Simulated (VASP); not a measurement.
# Bi in VASP: further runs, part 2 of 2

VASP 6.6.1. Earlier steps stand in the parts before.

## (6) Single point, PBE

INCAR reads:

```
  PREC = Accurate
  ENCUT = 520
  EDIFF = 1E-7
  ISMEAR = -1
  SIGMA = 0.05
  LREAL = F
  LASPH = T
  NELM = 60
  ALGO = Normal
  ISIF = 2
  LWAVE = F
  LCHARG = F
  LDIPOL = T
  IDIPOL = 3
  DIPOL = 0.5 0.5 0.500
  GGA = PE
  NBANDS = 38
```

KPOINTS reads:

```
Automatic mesh
0
Gamma
  7 7 1
```

POSCAR reads:

```
Bi
1.0
    4.5390002997      0.0000000000      0.0000000000
   -2.2695001498      3.9308895674      0.0000000000
    0.0000000000      0.0000000000     32.7435000000
Bi
4
Direct
    0.6666666667      0.3333333334      0.2290530945
    0.3333333333      0.6666666666      0.4096843648
    0.6666666667      0.3333333334      0.5903156352
    0.3333333333      0.6666666666      0.7709469055
```

Potentials or basis: VASP PAW PBE potentials, release 64 (Bi_d).

Command:

```bash
$ cat potpaw_PBE.64/Bi_d/POTCAR > POTCAR
$ mpirun -np 1 vasp_std > vasp.out
```

OUTCAR:

```text
PREC = Accurate
   ENCUT = 520
   EDIFF = 1E-7
   ISMEAR = -1
   LREAL = F
   LASPH = T
   NELM = 60
   ISIF = 2
   GGA = PE

 ion  position               nearest neighbor table
   1  0.667  0.333  0.229-
   2  0.333  0.667  0.410-
   3  0.667  0.333  0.590-
   4  0.333  0.667  0.771-

  LATTYP: Found a hexagonal cell.
 ALAT       =     4.5390002997
 C/A-ratio  =     7.2138131390

  Lattice vectors:

 A1 = (   4.5390002997,   0.0000000000,   0.0000000000)
 A2 = (  -2.2695001498,   3.9308895674,   0.0000000000)
 A3 = (   0.0000000000,   0.0000000000,  32.7435000000)

Analysis of symmetry for initial positions (statically):
=====================================================================
 Subroutine PRICEL returns:
 Original cell was already a primitive cell.

 Routine SETGRP: Setting up the symmetry group for a
 hexagonal supercell.

 Subroutine GETGRP returns: Found 12 space group operations
 (whereof 12 operations were pure point group operations)
 out of a pool of 24 trial point group operations.

The static configuration has the point symmetry D_3d.

Analysis of symmetry for dynamics (positions and initial velocities):
=====================================================================
 Subroutine PRICEL returns:
 Original cell was already a primitive cell.

 Routine SETGRP: Setting up the symmetry group for a
 hexagonal supercell.

 Subroutine GETGRP returns: Found 12 space group operations
 (whereof 12 operations were pure point group operations)
 out of a pool of 24 trial point group operations.

The dynamic configuration has the point symmetry D_3d.

 Subroutine INISYM returns: Found 12 space group operations
 (whereof 12 operations are pure point group operations),
 and found     1 'primitive' translations

----------------------------------------------------------------------------------------

                                     Primitive cell

  volume of cell :     584.2196

  direct lattice vectors                    reciprocal lattice vectors
     4.539000300  0.000000000  0.000000000     0.220312830  0.127197672  0.000000000
    -2.269500150  3.930889567  0.000000000     0.000000000  0.254395343  0.000000000
     0.000000000  0.000000000 32.743500000     0.000000000  0.000000000  0.030540413

  length of vectors
     4.539000300  4.539000300 32.743500000     0.254395343  0.254395343  0.030540413

  position of ions in fractional coordinates (direct lattice)
     0.666666667  0.333333333  0.229053095
     0.333333333  0.666666667  0.409684365
     0.666666667  0.333333333  0.590315635
     0.333333333  0.666666667  0.770946905

  ion indices of the primitive-cell ions
   primitive index   ion index
                 1           1
                 2           2
                 3           3
                 4           4

----------------------------------------------------------------------------------------

 KPOINTS: Automatic mesh

Automatic generation of k-mesh.
 Grid dimensions read from file:
 generate k-points for:    7    7    1

 Generating k-lattice:

  Cartesian coordinates                     Fractional coordinates (reciprocal lattice)
     0.031473261  0.018171096  0.000000000     0.142857143  0.000000000  0.000000000
     0.000000000  0.036342192  0.000000000     0.000000000  0.142857143  0.000000000
     0.000000000  0.000000000  0.030540413     0.000000000  0.000000000  1.000000000

  Length of vectors
     0.036342192  0.036342192  0.030540413

  Shift w.r.t. Gamma in fractional coordinates (k-lattice)
     0.000000000  0.000000000  0.000000000

 Subroutine IBZKPT returns following result:
 ===========================================

 Found      8 irreducible k-points:

 Following reciprocal coordinates:
            Coordinates               Weight
  0.000000  0.000000  0.000000      1.000000
  0.142857  0.000000  0.000000      6.000000
  0.285714 -0.000000  0.000000      6.000000
  0.428571  0.000000  0.000000      6.000000
  0.142857  0.142857  0.000000      6.000000
  0.285714  0.142857  0.000000     12.000000
  0.428571  0.142857  0.000000      6.000000
  0.285714  0.285714  0.000000      6.000000
   k-points           NKPTS =      8   k-points in BZ     NKDIM =      8   number of bands    NBANDS=     38
   number of dos      NEDOS =    301   number of ions     NIONS =      4
   total plane-waves  NPLWV = 324000
   dimension x,y,z NGX =    36 NGY =   36 NGZ =  250
   dimension x,y,z NGXF=    72 NGYF=   72 NGZF=  500
   ions per type =               4
   NGX,Y,Z   is equivalent  to a cutoff of  13.19, 13.19, 12.69 a.u.
   NGXF,Y,Z  is equivalent  to a cutoff of  26.37, 26.37, 25.39 a.u.
 SYSTEM =  unknown system
   PREC   = accura    normal or accurate (medium, high low for compatibility)
   ISTART =      0    job   : 0-new  1-cont  2-samecut
   ICHARG =      2    charge: 1-file 2-atom 10-const
   ISPIN  =      1    spin polarized calculation?
   LNONCOLLINEAR =      F non collinear calculations
   LSORBIT =      F    spin-orbit coupling
   LASPH  =      T    aspherical Exc in radial PAW
   ENCUT  =  520.0 eV  38.22 Ry    6.18 a.u.   8.44  8.44 60.88*2*pi/ulx,y,z
   NELM   =     60;   NELMIN=  2; NELMDL= -5     # of ELM steps
   EDIFF  = 0.1E-06   stopping-criterion for ELM
   LREAL  =      F    real-space projection
   EDIFFG = 0.1E-05   stopping-criterion for IOM
   NSW    =      0    number of steps for IOM
   IBRION =     -1    ionic relax: 0-MD 1-quasi-New 2-CG
   NFREE  =      0    steps in history (QN), initial steepest desc. (CG)
   ISIF   =      2    stress and relaxation
   ISYM   =      2    0-nonsym 1-usesym 2-fastsym
   POTIM  = 0.5000    time-step for ionic-motion
   TEBEG  =    0.0;   TEEND  =   0.0 temperature during run
   PSTRESS=    0.0 pullay stress
   NELECT =      60.0000    total number of electrons
   NUPDOWN=      -1.0000    fix difference up-down
   EMIN   =  10.00;   EMAX   =-10.00  energy-range for DOS
   EFERMI =   0.00;   METHOD = LEGACY
   ISMEAR =    -1;   SIGMA  =   0.05  broadening in eV -4-tet -1-fermi 0-gaus
   EFERMI_NEDOS =   21; number of points for ismear=-14 and -15
   IALGO  =     38    algorithm
   IMIX   =      4    mixing-type and parameters
     AMIX     =   0.40;   BMIX     =  1.00
     AMIX_MAG =   1.60;   BMIX_MAG =  1.00
  volume/ion in A,a.u.               =     146.05       985.63
  Fermi-wavevector in a.u.,A,eV,Ry     =   0.766655  1.448768  7.996955  0.587760
  Thomas-Fermi vector in A             =   1.867041
   LORBIT       =      0    0 simple, 1 ext, 2 COOP (PROOUT), +10 PAW based schemes
   GGA     = PE    functional components
   LHFCALC =     F    Hartree Fock is set to
   AEXX    =    0.0000 exact exchange contribution
   IVDW    =     0    specifies the selected vdW correction
   LEPSILON=     F    determine dielectric tensor
   LRPA    =     F    only Hartree local field effects (RPA)
 non-spin polarized calculation
  energy-cutoff  :      520.00
  volume of cell :      584.22
 maximum number of plane-waves:     15803
 NGX is ok and might be reduce to    36
   NGX = 17   NGY = 17   NGZ =121

 number of electron      59.9999991 magnetization

 dipolmoment           0.000000      0.000000      0.000000 electrons x Angstroem

 Free energy of the ion-electron system (eV)
  ---------------------------------------------------
  ext. energy  EPLUGINS =         0.00000000
  ---------------------------------------------------
  free energy    TOTEN  =        -6.53327697 eV

  energy without entropy =       -6.43017805  energy(sigma->0) =       -6.48172751

 E-fermi :  -2.0724     XC(G=0):  -4.0057

 val. band max:       -2.1006498163   @ k =   0.2857   0.1429   0.0000
 cond. band min:      -2.0697166314   @ k =   0.4286   0.0000   0.0000
 fundamental gap:      0.0309331849
 Fermi energy:        -2.0723812673

 k-point     1 :       0.0000    0.0000    0.0000
  band No.  band energies     occupation
      1     -24.9348      2.00000
      2     -24.9348      2.00000
      3     -24.9348      2.00000
      4     -24.9348      2.00000
      5     -24.9295      2.00000
      6     -24.9295      2.00000
[... 30 lines left out ...]
     37       1.0666      0.00000
     38       1.3619      0.00000
[... 285 lines left out ...]
     37       3.1263      0.00000
     38       3.1983      0.00000

------------------------ aborting loop because EDIFF is reached ----------------------------------------

 vacuum level on the upper side and lower side of the slab       (xc-potential included)        -0.084        -0.084

  FORCE on cell =-STRESS in cart. coord.  units (eV):
  Direction    XX          YY          ZZ          XY          YZ          ZX
  --------------------------------------------------------------------------------------
  -------------------------------------------------------------------------------------
  Total      -12.6344389    -12.6344389     -0.6331077     -0.0000000      0.0000000      0.0000000
  in kB      -34.6489746    -34.6489747     -1.7362489     -0.0000000      0.0000000      0.0000000
  external PRESSURE =     -23.6780661 kB  Pullay stress =       0.0000000 kB

 VOLUME and BASIS-vectors are now :
 -----------------------------------------------------------------------------
  energy-cutoff  :      520.00
  volume of cell :      584.22
      direct lattice vectors                 reciprocal lattice vectors
     4.539000300  0.000000000  0.000000000     0.220312830  0.127197672  0.000000000
    -2.269500150  3.930889567  0.000000000     0.000000000  0.254395343  0.000000000
     0.000000000  0.000000000 32.743500000     0.000000000  0.000000000  0.030540413

 POSITION                                       TOTAL-FORCE (eV/Angst)
 -----------------------------------------------------------------------------------
      2.26950      1.31030      7.50000        -0.000000     -0.000000      0.032090
      0.00000      2.62059     13.41450         0.000000      0.000000     -0.000734
      2.26950      1.31030     19.32900        -0.000000     -0.000000      0.000734
      0.00000      2.62059     25.24350        -0.000000      0.000000     -0.032090
 -----------------------------------------------------------------------------------
    total drift:                                0.000000     -0.000000      0.000000

  FREE ENERGIE OF THE ION-ELECTRON SYSTEM (eV)
  ---------------------------------------------------
  free  energy   TOTEN  =        -6.5332769719 eV

  energy  without entropy=       -6.4301780467  energy(sigma->0) =       -6.48172751

 vacuum level on the upper side and lower side of the slab         2.625         2.625
```

stdout:

```text
POSCAR found type information on POSCAR Bi
 POSCAR found :  1 types and       4 ions
 scaLAPACK will be used
 LDA part: xc-table for (Slater+PW92), standard interpolation
 POSCAR, INCAR and KPOINTS ok, starting setup
 FFT: planning ... GRIDC
 FFT: planning ... GRID_SOFT
 FFT: planning ... GRID
 WAVECAR not read
 entering main loop
```

Run time: 8.9 min. Hardware: 1 thread of Intel Xeon 8259CL, shared host; peak memory 0.67 GiB.

Results:

* Free energy: -6.5333 eV
* Largest force: 0.032 eV/Å
* Band gap on the k mesh: zero (band 30 reaches -0.68 eV, above the bottom of band 31 at -2.44 eV)

Forces on the atoms (eV/Å):
```
Bi   0.000  0.000  0.032
Bi   0.000  0.000 -0.001
Bi   0.000  0.000  0.001
Bi   0.000  0.000 -0.032
```

Caveat: spin-orbit coupling is left out, which moves the levels of the heavy elements.

## (7) The runs side by side

| level | potentials or basis | dipole correction | gap on the mesh (eV) | largest force (eV/Å) |
| --- | --- | --- | --- | --- |
| PBE | VASP PAW PBE potentials, release 64 (Bi_d) | no | none | 0.03 |
| LDA | VASP PAW LDA potentials, release 64 (Bi_d) | no | none | 0.05 |
| PBEsol | VASP PAW PBE potentials, release 64 (Bi_d) | no | none | 0.04 |
| PBE | VASP PAW PBE potentials, release 64 (Bi_d) | yes | none | 0.03 |

Alike in all rows: task single point; no spin polarisation; cell as given; k mesh 7 × 7 × 1; cutoff (eV) 520; smearing fermi-dirac 0.05 eV.

Caveats: spin-orbit coupling is left out, which moves the levels of the heavy elements; the PAW data sets were made with another functional, which shifts forces and pressure a little (some runs).

Total energies depend on the potentials used, so only differences within one code and one set of settings carry meaning.
